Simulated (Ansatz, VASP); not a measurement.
CuO: VASP beside Ansatz

File INCAR:

```
PREC     = Accurate       # precision mode
ENCUT    = 600            # plane-wave cutoff, eV
EDIFF    = 1E-7           # SCF threshold, eV
ISMEAR   = -1             # smearing method
SIGMA    = 0.05           # smearing width, eV
LREAL    = F              # projectors in reciprocal space
LASPH    = T              # aspherical terms in the spheres
NELM     = 150            # most SCF steps
ALGO     = Normal         # electronic algorithm
ISIF     = 3              # what is computed and relaxed
LWAVE    = F              # write WAVECAR
LCHARG   = F              # write CHGCAR
LMAXMIX  = 4              # l up to which the mixer works
LDAU     = T              # DFT+U
LDAUTYPE = 2            
LDAUL    = 2 -1           # shell
LDAUU    = 8 0            # U, eV
LDAUJ    = 0 0          
LDAUPRINT= 1            
GGA      = PE             # functional
IBRION   = 2              # ionic algorithm
NSW      = 60             # ionic steps
EDIFFG   = -0.01          # ionic threshold
```

File KPOINTS:

```
Automatic mesh
0
Gamma
  10 10 10
```

Contents of POSCAR:

```
CuO
1.0
    2.5525506100      0.0000000000      0.0000000000
    0.0000000000      2.5525506100      0.0000000000
    0.0000000000      0.0000000000      2.5525506100
Cu O
1 1
Direct
    0.0000000000      0.0000000000      0.0000000000
    0.5000000000      0.5000000000      0.5000000000
```

Contents of input.yaml:

```yaml
crystal:
  lattice:
    - [2.55255061, 0.0, 0.0]
    - [0.0, 2.55255061, 0.0]
    - [0.0, 0.0, 2.55255061]
  atoms:
    - { symbol: Cu, position: [0.0, 0.0, 0.0] }
    - { symbol: O, position: [0.5, 0.5, 0.5] }
hamiltonian:
  xc: pbe
  pseudopotentials: { kind: paw }
  hubbard: { sites: [{ species: Cu, l: d, u_eff: 8.0 }] }
kpoints:
  mp_grid: { grid: [10, 10, 10] }
scf:
  occupations: { method: fermi_dirac, width: 0.05 }
output:
  forces: true
  stress: true
  eigenvalues: true
relax:
  f_tol: 0.01
  max_steps: 40
  cell: { stress_tol: 0.05 }
```

Alike in both runs: task relaxation of cell and atoms; functional PBE; k mesh 10 × 10 × 10; occupations fermi-dirac, width 0.05 eV; no spin polarisation; Hubbard terms Cu d U = 8.0 eV.

```csv
,VASP,Ansatz
version,VASP 6.6.1,Ansatz 0.2.0
potentials or method,"VASP PAW PBE potentials, release 64 (Cu, O)",Ansatz PAW
plane-wave cutoff (eV),600,420
valence electrons in the cell,17,25
```

|  | VASP | Ansatz | Ansatz less VASP |
| --- | --- | --- | --- |
| gap on the k mesh at the Fermi level, each at its own relaxed structure (eV) | none | none | - |
| relaxed volume (Å³/atom) | 8.91 | 9.59 | +0.675 |
| relaxed length of the cell vector where the two differ most in proportion (Å) | 2.612 | 2.677 | +0.0644 |

The programs project onto different local orbitals, so the same U acts differently, and such runs can settle in different states. A gap of «none» marks a metal or a gap that the smearing closes. VASP's potentials hold 17 valence electrons a cell and Ansatz's 25, so a difference there can come from the potentials and not from the codes.

Noted on Ansatz's run: the volume moved by over 15 % at a fixed basis, so the end points are rough; the plane-wave basis is chosen anew once the cell has moved, so the energies of steps on either side of that aren't comparable.
